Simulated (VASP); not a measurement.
# Bi in VASP: notebook, part 2 of 2

VASP 6.6.1.

### 4 Single point, PBE

INCAR reads:

```
SYSTEM = Bi
ALGO     = Normal         ! electronic algorithm
DIPOL    = 0.5 0.5 0.500
EDIFF    = 1E-6           ! SCF threshold, eV
ENCUT    = 520            ! plane-wave cutoff, eV
GGA      = PE             ! functional
IDIPOL   = 3            
ISIF     = 2              ! what is computed and relaxed
ISMEAR   = 0              ! smearing method
LASPH    = .TRUE.         ! aspherical terms in the spheres
LCHARG   = .FALSE.        ! write CHGCAR
LDIPOL   = .TRUE.       
LREAL    = .FALSE.        ! projectors in reciprocal space
LWAVE    = .FALSE.        ! write WAVECAR
NBANDS   = 22             ! bands
NELM     = 80             ! most SCF steps
PREC     = Accurate       ! precision mode
SIGMA    = 0.02           ! smearing width, eV
```

KPOINTS reads:

```
k-points
0
G
  9 9 1
  0 0 0
```

POSCAR reads:

```
Bi
1.0
    4.0700000000      0.0000000000      0.0000000000
   -2.0350000000      3.5247233934      0.0000000000
    0.0000000000      0.0000000000     28.0000000000
Bi
2
Direct
    0.3333333333      0.6666666667      0.5198035714
    0.6666666667      0.3333333333      0.4801964286
```

Potentials or basis: VASP PAW PBE potentials, release 64 (Bi_d).

Started as:

```bash
cat potpaw_PBE.64/Bi_d/POTCAR > POTCAR
mpirun -np 1 vasp_std > vasp.out
```

OUTCAR:

```text
SYSTEM = Bi
   EDIFF = 1E-6
   ENCUT = 520
   GGA = PE
   ISIF = 2
   ISMEAR = 0
   LASPH = .TRUE.
   LREAL = .FALSE.
   NELM = 80
   PREC = Accurate

 ion  position               nearest neighbor table
   1  0.333  0.667  0.520-   2 2.60   2 2.60   2 2.60
   2  0.667  0.333  0.480-   1 2.60   1 2.60   1 2.60

  LATTYP: Found a hexagonal cell.
 ALAT       =     4.0700000000
 C/A-ratio  =     6.8796068796

  Lattice vectors:

 A1 = (   4.0700000000,   0.0000000000,   0.0000000000)
 A2 = (  -2.0350000000,   3.5247233934,   0.0000000000)
 A3 = (   0.0000000000,   0.0000000000,  28.0000000000)

Analysis of symmetry for initial positions (statically):
=====================================================================
 Subroutine PRICEL returns:
 Original cell was already a primitive cell.

 Routine SETGRP: Setting up the symmetry group for a
 hexagonal supercell.

 Subroutine GETGRP returns: Found 12 space group operations
 (whereof 12 operations were pure point group operations)
 out of a pool of 24 trial point group operations.

The static configuration has the point symmetry D_3d.

Analysis of symmetry for dynamics (positions and initial velocities):
=====================================================================
 Subroutine PRICEL returns:
 Original cell was already a primitive cell.

 Routine SETGRP: Setting up the symmetry group for a
 hexagonal supercell.

 Subroutine GETGRP returns: Found 12 space group operations
 (whereof 12 operations were pure point group operations)
 out of a pool of 24 trial point group operations.

The dynamic configuration has the point symmetry D_3d.

 Subroutine INISYM returns: Found 12 space group operations
 (whereof 12 operations are pure point group operations),
 and found     1 'primitive' translations

----------------------------------------------------------------------------------------

                                     Primitive cell

  volume of cell :     401.6775

  direct lattice vectors                    reciprocal lattice vectors
     4.070000000  0.000000000  0.000000000     0.245700246  0.141855103  0.000000000
    -2.035000000  3.524723393  0.000000000     0.000000000  0.283710206  0.000000000
     0.000000000  0.000000000 28.000000000     0.000000000  0.000000000  0.035714286

  length of vectors
     4.070000000  4.070000000 28.000000000     0.283710206  0.283710206  0.035714286

  position of ions in fractional coordinates (direct lattice)
     0.333333333  0.666666667  0.519803571
     0.666666667  0.333333333  0.480196429

  ion indices of the primitive-cell ions
   primitive index   ion index
                 1           1
                 2           2

----------------------------------------------------------------------------------------

 KPOINTS: k-points

Automatic generation of k-mesh.
 Grid dimensions read from file:
 generate k-points for:    9    9    1

 Generating k-lattice:

  Cartesian coordinates                     Fractional coordinates (reciprocal lattice)
     0.027300027  0.015761678  0.000000000     0.111111111  0.000000000  0.000000000
     0.000000000  0.031523356  0.000000000     0.000000000  0.111111111  0.000000000
     0.000000000  0.000000000  0.035714286     0.000000000  0.000000000  1.000000000

  Length of vectors
     0.031523356  0.031523356  0.035714286

  Shift w.r.t. Gamma in fractional coordinates (k-lattice)
     0.000000000  0.000000000  0.000000000

 Subroutine IBZKPT returns following result:
 ===========================================

 Found     12 irreducible k-points:

 Following reciprocal coordinates:
            Coordinates               Weight
  0.000000  0.000000  0.000000      1.000000
  0.111111  0.000000  0.000000      6.000000
  0.222222  0.000000  0.000000      6.000000
  0.333333  0.000000  0.000000      6.000000
  0.444444  0.000000  0.000000      6.000000
  0.111111  0.111111  0.000000      6.000000
  0.222222  0.111111  0.000000     12.000000
  0.333333  0.111111  0.000000     12.000000
  0.444444  0.111111  0.000000      6.000000
  0.222222  0.222222  0.000000      6.000000
  0.333333  0.222222  0.000000     12.000000
  0.333333  0.333333  0.000000      2.000000
   k-points           NKPTS =     12   k-points in BZ     NKDIM =     12   number of bands    NBANDS=     22
   number of dos      NEDOS =    301   number of ions     NIONS =      2
   total plane-waves  NPLWV = 189000
   dimension x,y,z NGX =    30 NGY =   30 NGZ =  210
   dimension x,y,z NGXF=    60 NGYF=   60 NGZF=  420
   ions per type =               2
   NGX,Y,Z   is equivalent  to a cutoff of  12.25, 12.25, 12.47 a.u.
   NGXF,Y,Z  is equivalent  to a cutoff of  24.51, 24.51, 24.94 a.u.
 SYSTEM =  Bi
   PREC   = accura    normal or accurate (medium, high low for compatibility)
   ISTART =      0    job   : 0-new  1-cont  2-samecut
   ICHARG =      2    charge: 1-file 2-atom 10-const
   ISPIN  =      1    spin polarized calculation?
   LNONCOLLINEAR =      F non collinear calculations
   LSORBIT =      F    spin-orbit coupling
   LASPH  =      T    aspherical Exc in radial PAW
   ENCUT  =  520.0 eV  38.22 Ry    6.18 a.u.   7.57  7.57 52.06*2*pi/ulx,y,z
   NELM   =     80;   NELMIN=  2; NELMDL= -5     # of ELM steps
   EDIFF  = 0.1E-05   stopping-criterion for ELM
   LREAL  =      F    real-space projection
   EDIFFG = 0.1E-04   stopping-criterion for IOM
   NSW    =      0    number of steps for IOM
   IBRION =     -1    ionic relax: 0-MD 1-quasi-New 2-CG
   NFREE  =      0    steps in history (QN), initial steepest desc. (CG)
   ISIF   =      2    stress and relaxation
   ISYM   =      2    0-nonsym 1-usesym 2-fastsym
   POTIM  = 0.5000    time-step for ionic-motion
   TEBEG  =    0.0;   TEEND  =   0.0 temperature during run
   PSTRESS=    0.0 pullay stress
   NELECT =      30.0000    total number of electrons
   NUPDOWN=      -1.0000    fix difference up-down
   EMIN   =  10.00;   EMAX   =-10.00  energy-range for DOS
   EFERMI =   0.00;   METHOD = LEGACY
   ISMEAR =     0;   SIGMA  =   0.02  broadening in eV -4-tet -1-fermi 0-gaus
   EFERMI_NEDOS =   21; number of points for ismear=-14 and -15
   IALGO  =     38    algorithm
   IMIX   =      4    mixing-type and parameters
     AMIX     =   0.40;   BMIX     =  1.00
     AMIX_MAG =   1.60;   BMIX_MAG =  1.00
  volume/ion in A,a.u.               =     200.84      1355.33
  Fermi-wavevector in a.u.,A,eV,Ry     =   0.689429  1.302832  6.467013  0.475312
  Thomas-Fermi vector in A             =   1.770511
   LORBIT       =      0    0 simple, 1 ext, 2 COOP (PROOUT), +10 PAW based schemes
   GGA     = PE    functional components
   LHFCALC =     F    Hartree Fock is set to
   AEXX    =    0.0000 exact exchange contribution
   IVDW    =     0    specifies the selected vdW correction
   LEPSILON=     F    determine dielectric tensor
   LRPA    =     F    only Hartree local field effects (RPA)
 non-spin polarized calculation
 Gauss-broadening in eV      SIGMA  =   0.02
  energy-cutoff  :      520.00
  volume of cell :      401.68
 maximum number of plane-waves:     10875
   NGX = 15   NGY = 15   NGZ =105

 number of electron      30.0000001 magnetization

 dipolmoment           0.000000      0.000000     -0.000000 electrons x Angstroem

 Free energy of the ion-electron system (eV)
  ---------------------------------------------------
  ext. energy  EPLUGINS =         0.00000000
  ---------------------------------------------------
  free energy    TOTEN  =        -4.57646423 eV

  energy without entropy =       -4.57593136  energy(sigma->0) =       -4.57619779

 E-fermi :  -2.2955     XC(G=0):  -2.0239

 val. band max:       -2.3092766682   @ k =   0.1111   0.0000   0.0000
 cond. band min:      -1.9602305854   @ k =   0.4444   0.0000   0.0000
 fundamental gap:      0.3490460828
 Fermi energy:        -2.2954810627

 k-point     1 :       0.0000    0.0000    0.0000
  band No.  band energies     occupation
      1     -26.4939      2.00000
      2     -26.4939      2.00000
      3     -26.1099      2.00000
      4     -26.1099      2.00000
      5     -25.7898      2.00000
      6     -25.5270      2.00000
[... 274 lines left out ...]
      6     -25.7837      2.00000
[... 14 lines left out ...]
     21       3.9869      0.00000
     22       4.9211      0.00000

------------------------ aborting loop because EDIFF is reached ----------------------------------------

 vacuum level on the upper side and lower side of the slab       (xc-potential included)        -0.007        -0.007

  FORCE on cell =-STRESS in cart. coord.  units (eV):
  Direction    XX          YY          ZZ          XY          YZ          ZX
  --------------------------------------------------------------------------------------
  -------------------------------------------------------------------------------------
  Total       14.4813180     14.4813180      8.6447126      0.0000000     -0.0000000      0.0000000
  in kB       57.7618628     57.7618628     34.4813023      0.0000000     -0.0000000      0.0000000
  external PRESSURE =      50.0016759 kB  Pullay stress =       0.0000000 kB

 VOLUME and BASIS-vectors are now :
 -----------------------------------------------------------------------------
  energy-cutoff  :      520.00
  volume of cell :      401.68
      direct lattice vectors                 reciprocal lattice vectors
     4.070000000  0.000000000  0.000000000     0.245700246  0.141855103  0.000000000
    -2.035000000  3.524723393  0.000000000     0.000000000  0.283710206  0.000000000
     0.000000000  0.000000000 28.000000000     0.000000000  0.000000000  0.035714286

 POSITION                                       TOTAL-FORCE (eV/Angst)
 -----------------------------------------------------------------------------------
     -0.00000      2.34982     14.55450         0.000000      0.000000      7.825666
      2.03500      1.17491     13.44550        -0.000000     -0.000000     -7.825666
 -----------------------------------------------------------------------------------
    total drift:                               -0.000000      0.000000     -0.000000

  FREE ENERGIE OF THE ION-ELECTRON SYSTEM (eV)
  ---------------------------------------------------
  free  energy   TOTEN  =        -4.5764642274 eV

  energy  without entropy=       -4.5759313602  energy(sigma->0) =       -4.57619779

 vacuum level on the upper side and lower side of the slab         1.921         1.921
```

Wall time 75 s (1 thread of AMD EPYC 9R45 (Zen 5), shared host); peak memory 0.43 GiB.

What came out:

```yaml
Free_energy: -4.5765 eV
Largest_force: 7.826 eV/Å
Band_gap_on_the_k_mesh: zero (bands 15 and 16 overlap by 0.03 eV)
```

Forces on the atoms (eV/Å):
```
Bi   0.000  0.000  7.826
Bi   0.000  0.000 -7.826
```

Levels at points of the mesh, in eV from the Fermi level:
| k point | band 13 | band 14 | band 15 | band 16 | band 17 | band 18 |
| --- | --- | --- | --- | --- | --- | --- |
| (0.00, 0.00, 0.00) | -1.60 | -1.60 | -0.94 | -0.05 | 2.37 | 2.37 |

Caveat: spin-orbit coupling is left out, which moves the levels of the heavy elements.

### 5 The runs side by side

```csv
cell,gap on the mesh (eV),largest force (eV/Å)
"as given, atomic positions A",none,1.69
"as given, atomic positions B",none,5.28
"as given, atomic positions C",none,7.83
```

Alike in all rows: task single point; level PBE; potentials or basis VASP PAW PBE potentials, release 64 (Bi_d); no spin polarisation; k mesh 9 × 9 × 1; cutoff (eV) 520; smearing gaussian 0.02 eV.

Caveats: spin-orbit coupling is left out, which moves the levels of the heavy elements.

Absolute energies hang on the potentials; compare differences alone.

The gap in the log of VASP goes by the Fermi energy; the results here count the filled bands.